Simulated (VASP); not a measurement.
# HgSO (P4/nmm) in VASP: single point with r2SCAN

Aim: the single point of HgSO with r2SCAN.

Program: VASP 6.6.1. These are calculated values, not measurements. Logs are shortened: lines on timing, memory, paths and dates and some standing lists are left out, and cuts for length are marked.

## (1) The cell of the first run

The structure is tetragonal, space group P4/nmm (No. 129). Conventional cell: a = 3.876 Å, b = 3.876 Å, c = 6.597 Å, α = 90.00°, β = 90.00°, γ = 90.00°. Hg (site symmetry 4mm) has 4 O at 2.34 Å and 5 S at 2.92 to 2.95 Å within 3.1 Å. Within 3.1 Å of O (site symmetry -4m2) lie 4 Hg at 2.34 Å and 4 O at 2.74 Å and 4 S at 3.03 Å. Within 3.9 Å of S (site symmetry 4mm) lie 6 Hg at 2.92 to 3.65 Å and 4 O at 3.03 Å and 8 S at 3.36 to 3.88 Å.

## (2) Single point, r2SCAN

Input file POSCAR:

```
HgSO
1.0
    3.8755140000      0.0000000000      0.0000000000
    0.0000000000      3.8755140000      0.0000000000
    0.0000000000      0.0000000000      6.5970770000
Hg O S
2 2 2
Direct
    0.0000000000      0.5000000000      0.2000000000
    0.5000000000      0.0000000000      0.8000000000
    0.0000000000      0.0000000000      0.0000000000
    0.5000000000      0.5000000000      0.0000000000
    0.0000000000      0.5000000000      0.6470000000
    0.5000000000      0.0000000000      0.3530000000
```

Input file INCAR.step1:

```
PREC     = Accurate       # precision mode
ENCUT    = 660            # plane-wave cutoff, eV
ISMEAR   = -1             # smearing method
SIGMA    = 0.1            # smearing width, eV
LREAL    = False          # projectors in reciprocal space
LASPH    = True           # aspherical terms in the spheres
NELM     = 120            # most SCF steps
NBANDS   = 33             # bands
GGA      = PE             # functional
ALGO     = Normal         # electronic algorithm
EDIFF    = 1E-5           # SCF threshold, eV
LWAVE    = True           # write WAVECAR
LCHARG   = False          # write CHGCAR
GGA_COMPAT= False
```

Input file INCAR.step2:

```
PREC     = Accurate       # precision mode
ENCUT    = 660            # plane-wave cutoff, eV
EDIFF    = 1E-6           # SCF threshold, eV
ISMEAR   = -1             # smearing method
SIGMA    = 0.1            # smearing width, eV
LREAL    = False          # projectors in reciprocal space
LASPH    = True           # aspherical terms in the spheres
NELM     = 120            # most SCF steps
ALGO     = Normal         # electronic algorithm
ISIF     = 2              # what is computed and relaxed
LWAVE    = False          # write WAVECAR
LCHARG   = False          # write CHGCAR
METAGGA  = R2SCAN         # meta-GGA
LMIXTAU  = True         
NBANDS   = 33             # bands
ISTART   = 1            
GGA_COMPAT= False
```

Input file KPOINTS:

```
regular mesh
0
Gamma
  9 9 5
```

Potentials or basis: VASP PAW PBE potentials, release 64 (Hg, O, S).

On the command line:

```bash
$ cat potpaw_PBE.64/Hg/POTCAR potpaw_PBE.64/O/POTCAR potpaw_PBE.64/S/POTCAR > POTCAR
$ cp INCAR.step1 INCAR
$ mpirun -np 1 vasp_std > vasp.out
$ cp INCAR.step2 INCAR
$ mpirun -np 1 vasp_std > vasp.out
```

OUTCAR:

```text
PREC = Accurate
   ENCUT = 660
   EDIFF = 1E-6
   ISMEAR = -1
   LREAL = False
   LASPH = True
   NELM = 120
   ISIF = 2
   METAGGA = R2SCAN
   ISTART = 1

 ion  position               nearest neighbor table
   1  0.000  0.500  0.200-   3 2.34   4 2.34   3 2.34   4 2.34   6 2.92   6 2.92   6 2.92   6 2.92
                             5 2.95   2 3.80   2 3.80   2 3.80   2 3.80
   2  0.500  0.000  0.800-   3 2.34   4 2.34   4 2.34   3 2.34   5 2.92   5 2.92   5 2.92   5 2.92
                             6 2.95   1 3.80   1 3.80   1 3.80   1 3.80
   3  0.000  0.000  0.000-   1 2.34   2 2.34   1 2.34   2 2.34
   4  0.500  0.500  0.000-   1 2.34   2 2.34   2 2.34   1 2.34
   5  0.000  0.500  0.647-   2 2.92   2 2.92   2 2.92   2 2.92   1 2.95
   6  0.500  0.000  0.353-   1 2.92   1 2.92   1 2.92   1 2.92   2 2.95

  LATTYP: Found a simple tetragonal cell.
 ALAT       =     3.8755140000
 C/A-ratio  =     1.7022456892

  Lattice vectors:

 A1 = (   3.8755140000,   0.0000000000,   0.0000000000)
 A2 = (   0.0000000000,   3.8755140000,   0.0000000000)
 A3 = (   0.0000000000,   0.0000000000,   6.5970770000)

Analysis of symmetry for initial positions (statically):
=====================================================================
 Subroutine PRICEL returns:
 Original cell was already a primitive cell.

 Routine SETGRP: Setting up the symmetry group for a
 simple tetragonal supercell.

 Subroutine GETGRP returns: Found 16 space group operations
 (whereof  8 operations were pure point group operations)
 out of a pool of 16 trial point group operations.

The static configuration has the point symmetry D_2d.
 The point group associated with its full space group is D_4h.

Analysis of symmetry for dynamics (positions and initial velocities):
=====================================================================
 Subroutine PRICEL returns:
 Original cell was already a primitive cell.

 Routine SETGRP: Setting up the symmetry group for a
 simple tetragonal supercell.

 Subroutine GETGRP returns: Found 16 space group operations
 (whereof  8 operations were pure point group operations)
 out of a pool of 16 trial point group operations.

The dynamic configuration has the point symmetry D_2d.
 The point group associated with its full space group is D_4h.

 Subroutine INISYM returns: Found 16 space group operations
 (whereof  8 operations are pure point group operations),
 and found     1 'primitive' translations

----------------------------------------------------------------------------------------

                                     Primitive cell

  volume of cell :      99.0855

  direct lattice vectors                    reciprocal lattice vectors
     3.875514000  0.000000000  0.000000000     0.258030290  0.000000000  0.000000000
     0.000000000  3.875514000  0.000000000     0.000000000  0.258030290  0.000000000
     0.000000000  0.000000000  6.597077000     0.000000000  0.000000000  0.151582284

  length of vectors
     3.875514000  3.875514000  6.597077000     0.258030290  0.258030290  0.151582284

  position of ions in fractional coordinates (direct lattice)
     0.000000000  0.500000000  0.200000000
     0.500000000  0.000000000  0.800000000
     0.000000000  0.000000000  0.000000000
     0.500000000  0.500000000  0.000000000
     0.000000000  0.500000000  0.647000000
     0.500000000  0.000000000  0.353000000

  ion indices of the primitive-cell ions
   primitive index   ion index
                 1           1
                 2           2
                 3           3
                 4           4
                 5           5
                 6           6

----------------------------------------------------------------------------------------

 KPOINTS: regular mesh

Automatic generation of k-mesh.
 Grid dimensions read from file:
 generate k-points for:    9    9    5

 Generating k-lattice:

  Cartesian coordinates                     Fractional coordinates (reciprocal lattice)
     0.028670032  0.000000000  0.000000000     0.111111111  0.000000000  0.000000000
     0.000000000  0.028670032  0.000000000     0.000000000  0.111111111  0.000000000
     0.000000000  0.000000000  0.030316457     0.000000000  0.000000000  0.200000000

  Length of vectors
     0.028670032  0.028670032  0.030316457

  Shift w.r.t. Gamma in fractional coordinates (k-lattice)
     0.000000000  0.000000000  0.000000000

 Subroutine IBZKPT returns following result:
 ===========================================

 Found     45 irreducible k-points:

 Following reciprocal coordinates:
            Coordinates               Weight
  0.000000  0.000000  0.000000      1.000000
  0.111111  0.000000  0.000000      4.000000
  0.222222  0.000000  0.000000      4.000000
  0.333333  0.000000  0.000000      4.000000
  0.444444  0.000000  0.000000      4.000000
  0.111111  0.111111  0.000000      4.000000
[... 16 lines left out ...]
  0.333333  0.111111  0.200000     16.000000
  0.444444  0.111111  0.200000     16.000000
 [... further k-points ...]
   k-points           NKPTS =     45   k-points in BZ     NKDIM =     45   number of bands    NBANDS=     33
   number of dos      NEDOS =    301   number of ions     NIONS =      6
   total plane-waves  NPLWV =  57344
   dimension x,y,z NGX =    32 NGY =   32 NGZ =   56
   dimension x,y,z NGXF=    64 NGYF=   64 NGZF=  112
   ions per type =               2   2   2
   NGX,Y,Z   is equivalent  to a cutoff of  13.73, 13.73, 14.11 a.u.
   NGXF,Y,Z  is equivalent  to a cutoff of  27.45, 27.45, 28.22 a.u.
 SYSTEM =  unknown system
   PREC   = accura    normal or accurate (medium, high low for compatibility)
   ISTART =      1    job   : 0-new  1-cont  2-samecut
   ICHARG =      0    charge: 1-file 2-atom 10-const
   ISPIN  =      1    spin polarized calculation?
   LNONCOLLINEAR =      F non collinear calculations
   LSORBIT =      F    spin-orbit coupling
   LASPH  =      T    aspherical Exc in radial PAW
   ENCUT  =  660.0 eV  48.51 Ry    6.96 a.u.   8.12  8.12 13.82*2*pi/ulx,y,z
   NELM   =    120;   NELMIN=  2; NELMDL=  0     # of ELM steps
   EDIFF  = 0.1E-05   stopping-criterion for ELM
   LREAL  =      F    real-space projection
   EDIFFG = 0.1E-04   stopping-criterion for IOM
   NSW    =      0    number of steps for IOM
   IBRION =     -1    ionic relax: 0-MD 1-quasi-New 2-CG
   NFREE  =      0    steps in history (QN), initial steepest desc. (CG)
   ISIF   =      2    stress and relaxation
   ISYM   =      2    0-nonsym 1-usesym 2-fastsym
   POTIM  = 0.5000    time-step for ionic-motion
   TEBEG  =    0.0;   TEEND  =   0.0 temperature during run
   PSTRESS=    0.0 pullay stress
   NELECT =      48.0000    total number of electrons
   NUPDOWN=      -1.0000    fix difference up-down
   EMIN   =  10.00;   EMAX   =-10.00  energy-range for DOS
   EFERMI =   0.00;   METHOD = LEGACY
   ISMEAR =    -1;   SIGMA  =   0.10  broadening in eV -4-tet -1-fermi 0-gaus
   EFERMI_NEDOS =   21; number of points for ismear=-14 and -15
   IALGO  =     38    algorithm
   IMIX   =      4    mixing-type and parameters
     AMIX     =   0.40;   BMIX     =  1.00
     AMIX_MAG =   1.60;   BMIX_MAG =  1.00
  volume/ion in A,a.u.               =      16.51       111.44
  Fermi-wavevector in a.u.,A,eV,Ry     =   1.285736  2.429689 22.492028  1.653117
  Thomas-Fermi vector in A             =   2.417853
   LORBIT       =      0    0 simple, 1 ext, 2 COOP (PROOUT), +10 PAW based schemes
   METAGGA = R2SCAN    functional components
   LHFCALC =     F    Hartree Fock is set to
   AEXX    =    0.0000 exact exchange contribution
   IVDW    =     0    specifies the selected vdW correction
   LEPSILON=     F    determine dielectric tensor
   LRPA    =     F    only Hartree local field effects (RPA)
 non-spin polarized calculation
  energy-cutoff  :      660.00
  volume of cell :       99.09
 maximum number of plane-waves:      3844
   NGX = 17   NGY = 17   NGZ = 27

 number of electron      48.0000004 magnetization

 Free energy of the ion-electron system (eV)
  ---------------------------------------------------
  ext. energy  EPLUGINS =         0.00000000
  ---------------------------------------------------
  free energy    TOTEN  =      -122.68120551 eV

  energy without entropy =     -122.35909422  energy(sigma->0) =     -122.52014987

 E-fermi :   2.5656     XC(G=0): -11.3819

 val. band max:        2.5637544002   @ k =   0.2222   0.0000   0.2000
 cond. band min:       2.5772642847   @ k =   0.3333   0.3333   0.4000
 fundamental gap:      0.0135098844
 Fermi energy:         2.5655580913

 k-point     1 :       0.0000    0.0000    0.0000
  band No.  band energies     occupation
      1     -16.0211      2.00000
      2     -14.7640      2.00000
      3     -10.6201      2.00000
      4      -9.6094      2.00000
      5      -4.1645      2.00000
      6      -4.1645      2.00000
[... 25 lines left out ...]
     32      12.9851      0.00000
     33      12.9851      0.00000

 k-point     2 :       0.1111    0.0000    0.0000
  band No.  band energies     occupation
      1     -15.9805      2.00000
      2     -14.7987      2.00000
      3     -10.5692      2.00000
      4      -9.5944      2.00000
      5      -4.1650      2.00000
      6      -4.1384      2.00000
[... 25 lines left out ...]
     32      12.4699      0.00000
     33      12.6796      0.00000
[... 754 lines left out ...]
     32      12.0830      0.00000
     33      12.5600      0.00000

 k-point    24 :       0.4444    0.1111    0.2000
  band No.  band energies     occupation
      1     -15.4613      2.00000
      2     -15.2556      2.00000
      3      -9.9378      2.00000
      4      -9.7109      2.00000
      5      -4.0638      2.00000
      6      -4.0138      2.00000
[... 25 lines left out ...]
     32      11.8736      0.00000
     33      13.1458      0.00000

 [... further k-points ...]

------------------------ aborting loop because EDIFF is reached ----------------------------------------

  FORCE on cell =-STRESS in cart. coord.  units (eV):
  Direction    XX          YY          ZZ          XY          YZ          ZX
  --------------------------------------------------------------------------------------
  -------------------------------------------------------------------------------------
  Total        0.1777035      0.1777035     -4.1808449      0.0000000     -0.0000000      0.0000000
  in kB        2.8734024      2.8734024    -67.6027666      0.0000000     -0.0000000      0.0000000
  external PRESSURE =     -20.6186539 kB  Pullay stress =       0.0000000 kB

 VOLUME and BASIS-vectors are now :
 -----------------------------------------------------------------------------
  energy-cutoff  :      660.00
  volume of cell :       99.09
      direct lattice vectors                 reciprocal lattice vectors
     3.875514000  0.000000000  0.000000000     0.258030290  0.000000000  0.000000000
     0.000000000  3.875514000  0.000000000     0.000000000  0.258030290  0.000000000
     0.000000000  0.000000000  6.597077000     0.000000000  0.000000000  0.151582284

 POSITION                                       TOTAL-FORCE (eV/Angst)
 -----------------------------------------------------------------------------------
      0.00000      1.93776      1.31942        -0.000000      0.000000     -0.293122
      1.93776      0.00000      5.27766         0.000000     -0.000000      0.293122
      0.00000      0.00000      0.00000         0.000000      0.000000      0.000000
      1.93776      1.93776      0.00000         0.000000     -0.000000      0.000000
      0.00000      1.93776      4.26831         0.000000     -0.000000     -0.989555
      1.93776      0.00000      2.32877         0.000000     -0.000000      0.989555
 -----------------------------------------------------------------------------------
    total drift:                                0.000000     -0.000000      0.000000

  FREE ENERGIE OF THE ION-ELECTRON SYSTEM (eV)
  ---------------------------------------------------
  free  energy   TOTEN  =      -122.6812055118 eV

  energy  without entropy=     -122.3590942230  energy(sigma->0) =     -122.52014987
```

Run time: 16 min. Hardware: 1 thread of Oxide Virtual Turin-like, shared host; peak memory 0.33 GiB.

Results:

- Free energy: -122.6812 eV
- Pressure: -2.1 GPa
- Largest force: 0.990 eV/Å
- Band gap on the k mesh: zero (bands 24 and 25 overlap by 0.31 eV)

Forces on the atoms (eV/Å):
```
Hg   0.000  0.000 -0.293
Hg   0.000  0.000  0.293
O    0.000  0.000  0.000
O    0.000  0.000  0.000
S    0.000  0.000 -0.990
S    0.000  0.000  0.990
```

Levels at points of the mesh, in eV from the Fermi level:
```
           k point  band 21  band 22  band 23  band 24  band 25  band 26  band 27  band 28
(0.00, 0.00, 0.00)    -0.37    -0.37    -0.34    -0.34    -0.21    -0.18     1.11     2.83
```

Caveat: the stress differs along the axes, from -7 to 0 GPa; semilocal functionals underestimate gaps, and a narrow one can read as zero; the PAW data sets were made with another functional, which shifts forces and pressure a little; spin-orbit coupling is left out, which moves the levels of the heavy elements.
